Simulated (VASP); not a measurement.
Wanted: the native input for a VASP 6.6.1 run.

```
Task                   : single point
Functional             : PBE
Potentials or basis    : VASP PAW PBE potentials, release 64 (Cu, I)
Cutoff                 : 520 eV
k mesh                 : 8 × 8 × 8
Occupations            : gaussian, width 0.05 eV
Spin                   : no spin polarisation
Dipole correction      : no
Further INCAR settings : ALGO = Normal; EDIFF = 1e-06; NBANDS = 16
```

The structure of CuI lies in POSCAR:

```
CuI
1.0
    0.0000000000      3.0879413420      2.8494429657
    2.8494429657      0.0000000000      2.8494429657
    2.8494429657      3.0879413420      0.0000000000
Cu I
1 1
Direct
    0.7500000000      0.7500000000      0.7500000000
    0.0000000000      0.0000000000      0.0000000000
```

This cell differs from its parent crystal: volume 25.072 Å^3 an atom, c/a of the conventional cell 1.0837.

These files were run (other wordings do the same):

INCAR

```
SYSTEM = CuI
ALGO = Normal
EDIFF = 1E-6
ENCUT = 520
GGA = PE
ISIF = 2
ISMEAR = 0
LASPH = .True.
LCHARG = .False.
LREAL = .False.
LWAVE = .False.
NBANDS = 16
NELM = 60
PREC = Accurate
SIGMA = 0.05
```

KPOINTS

```
k-points
0
Gamma
  8 8 8
  0 0 0
```

Potentials or basis: VASP PAW PBE potentials, release 64 (Cu, I).

Command:

```console
$ cat potpaw_PBE.64/Cu/POTCAR potpaw_PBE.64/I/POTCAR > POTCAR
$ mpirun -np 1 vasp_std > vasp.out
```

It gave:

The pressure is 5.9 GPa and the band gap on the k mesh is 1.38 eV, direct.

Caveat: spin-orbit coupling is left out, which moves the levels of the heavy elements.

Wall time 18 s on 1 thread of Intel(R) Xeon(R) 6975P-C (Granite Rapids), on a shared host, peak memory 0.2 GiB.
